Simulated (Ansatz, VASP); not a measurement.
## Two plane-wave programs on Ti

INCAR

```
PREC     = Accurate       # precision mode
ENCUT    = 520            # plane-wave cutoff, eV
EDIFF    = 1E-6           # SCF threshold, eV
ISMEAR   = 0              # smearing method
SIGMA    = 0.15           # smearing width, eV
LREAL    = F              # projectors in reciprocal space
LASPH    = T              # aspherical terms in the spheres
NELM     = 100            # most SCF steps
ALGO     = Fast           # electronic algorithm
ISIF     = 2              # what is computed and relaxed
LWAVE    = F              # write WAVECAR
LCHARG   = F              # write CHGCAR
GGA      = PS             # functional
NBANDS   = 12             # bands
```

KPOINTS

```
Automatic mesh
0
Gamma
  22 22 22
```

POSCAR

```
Ti
1.0
   -1.5654616263      1.5654616263      1.6869414485
    1.5654616263     -1.5654616263      1.6869414485
    1.5654616263      1.5654616263     -1.6869414485
Ti
1
Direct
    0.0000000000      0.0000000000      0.0000000000
```

Input for Ansatz:

```yaml
crystal:
  lattice:
    - [-1.5654616263, 1.5654616263, 1.6869414485]
    - [1.5654616263, -1.5654616263, 1.6869414485]
    - [1.5654616263, 1.5654616263, -1.6869414485]
  atoms:
    - { symbol: Ti, position: [0.0, 0.0, 0.0] }
basis:
  ecutwfc: 520.0
kpoints:
  mp_grid: { grid: [22, 22, 22] }
hamiltonian:
  xc: pbesol
  pseudopotentials: { kind: paw, azcp: { folder: soft_1 } }
scf:
  occupations: { method: gaussian, width: 0.15 }
output:
  forces: true
  stress: true
  eigenvalues: true
```

Alike in both runs: task single point; functional PBEsol; k mesh 22 × 22 × 22; occupations gaussian, width 0.15 eV; no spin polarisation.

|  | VASP | Ansatz |
| --- | --- | --- |
| version | VASP 6.6.1 | Ansatz 0.2.0 |
| potentials or method | VASP PAW PBE potentials, release 64 (Ti_sv), cutoff 520 eV | scalar-relativistic, plane waves, PAW |
| valence electrons in the cell | 12 | 12 |

|  | VASP | Ansatz | Ansatz less VASP |
| --- | --- | --- | --- |
| gap on the k mesh at the Fermi level (eV) | none | none | - |
| pressure (GPa) | -0.1 | 0.2 | +0.26 |
| traceless stress, the component that is largest in VASP (GPa) | 0.84 | 0.83 | -0.004 |

VASP's potentials were made for PBE, not for PBEsol, and Ansatz warns of the same on its side. A gap of «none» marks a metal or a gap that the smearing closes.
